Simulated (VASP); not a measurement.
Al15Ni16 (a cell with a defect): single point with PBE

The system is Al15Ni16 (a cell with a defect).

```xyz
31
Lattice="0.0000 5.7837 5.7837 5.7837 0.0000 5.7837 5.7837 5.7837 0.0000" Properties=species:S:1:pos:R:3 pbc="T T T"
Al    1.4440    1.4397    1.4435
Al    7.1988    4.3328    4.3382
Al    4.3357    4.3337    1.4738
Al    7.2287    7.2268    4.3372
Al    4.3347    1.4722    4.3365
Al    7.2280    4.3345    7.2286
Al   10.1201    7.2249    7.2273
Al    1.4751    4.3355    4.3353
Al    4.3342    7.2261    7.2280
Al    4.3367    7.1969    4.3368
Al    7.2287   10.1191    7.2256
Al    4.3346    4.3358    7.1978
Al    7.2283    7.2256   10.1191
Al    7.2284    7.2280    7.2292
Al   10.1188   10.1185   10.1205
Ni    0.0035    0.0013    0.0010
Ni    2.8865    2.8869    2.8896
Ni    2.8817    2.8783    0.0056
Ni    5.7855    5.7791    2.8934
Ni    2.8788    0.0010    2.8893
Ni    5.7814    2.8873    5.7823
Ni    5.7832    2.8887    2.8884
Ni    8.6657    5.7861    5.7920
Ni    0.0048    2.8830    2.8841
Ni    2.8909    5.7803    5.7768
Ni    2.8922    5.7806    2.8906
Ni    5.7916    8.6692    5.7846
Ni    2.8891    2.8886    5.7811
Ni    5.7880    5.7891    8.6672
Ni    5.7828    5.7816    5.7854
Ni    8.6707    8.6687    8.6671
```

```json
{
  "Program": "VASP 6.6.1",
  "Task": "single point",
  "Functional": "PBE",
  "Potentials or basis": "VASP PAW PBE potentials, release 64 (Al, Ni)",
  "Cutoff": "520 eV",
  "k mesh": "2 × 2 × 2",
  "Occupations": "methfessel-paxton, width 0.1 eV",
  "Spin": "no spin polarisation"
}
```

```
Pressure               : -1.3 GPa
Largest force          : 0.021 eV/Å
Band gap on the k mesh : zero (an odd number of electrons rules out a gap without spin polarisation)
```

Forces in eV/Å, atoms in the order of the input:
```
Al  -0.005  0.005  0.002
Al  -0.007  0.001  0.001
Al   0.004  0.001  0.002
Al  -0.009 -0.011  0.002
Al   0.005  0.004 -0.005
Al  -0.004 -0.008 -0.002
Al   0.005  0.003  0.007
Al  -0.004  0.000 -0.005
Al   0.005  0.000  0.001
Al   0.005  0.004 -0.005
Al  -0.001 -0.001  0.008
Al   0.006 -0.001  0.000
Al  -0.002  0.009 -0.004
Al  -0.002 -0.006 -0.004
Al  -0.004 -0.003  0.000
Ni  -0.004  0.002  0.007
Ni   0.013 -0.001 -0.009
Ni   0.006  0.010  0.002
Ni  -0.012 -0.002 -0.013
Ni   0.012  0.002 -0.015
Ni  -0.001 -0.002  0.007
Ni  -0.009 -0.006  0.009
Ni   0.009  0.004 -0.006
Ni  -0.007 -0.005 -0.001
Ni   0.008  0.003  0.012
Ni   0.003  0.002 -0.011
Ni  -0.012 -0.006  0.016
Ni   0.008  0.006  0.009
Ni  -0.007 -0.001 -0.006
Ni   0.000  0.000  0.000
Ni  -0.001 -0.003  0.001
```

Levels at points of the mesh, in eV from the Fermi level:
```
           k point  band 98  band 99  band 100  band 101  band 102  band 103  band 104  band 105  band 106  band 107
(0.00, 0.00, 0.00)    -0.82    -0.45     -0.45     -0.45      1.68      1.68      1.68      2.27      2.28      2.28
(0.50, 0.00, 0.00)    -0.09    -0.08     -0.08     -0.03     -0.01      0.02      0.03      0.04      0.22      0.38
(0.00, 0.50, 0.00)    -0.09    -0.08     -0.08     -0.03     -0.01      0.02      0.03      0.04      0.22      0.38
(0.00, 0.00, 0.50)    -0.09    -0.08     -0.08     -0.03     -0.01      0.02      0.03      0.04      0.22      0.38
(0.50, 0.50, 0.50)    -0.09    -0.08     -0.08     -0.03      0.00      0.02      0.02      0.04      0.22      0.38
(0.50, 0.50, 0.00)    -0.48    -0.41     -0.39     -0.39     -0.29     -0.02     -0.02      0.05      0.05      1.08
(0.00, 0.50, 0.50)    -0.48    -0.41     -0.39     -0.39     -0.29     -0.02     -0.02      0.06      0.06      1.09
(0.50, 0.00, 0.50)    -0.48    -0.41     -0.39     -0.39     -0.29     -0.02     -0.02      0.05      0.06      1.09
```

It took 17 min on 1 thread of Intel(R) Xeon(R) 6975P-C (Granite Rapids), with other jobs on the host, peak memory 0.69 GiB.

Caveat: the k points lie up to 0.47 Å⁻¹ apart, too coarse for converged energies and pressures of a metal. Spin polarisation is off, so any magnetic state and its effect on volume and gap are missing.
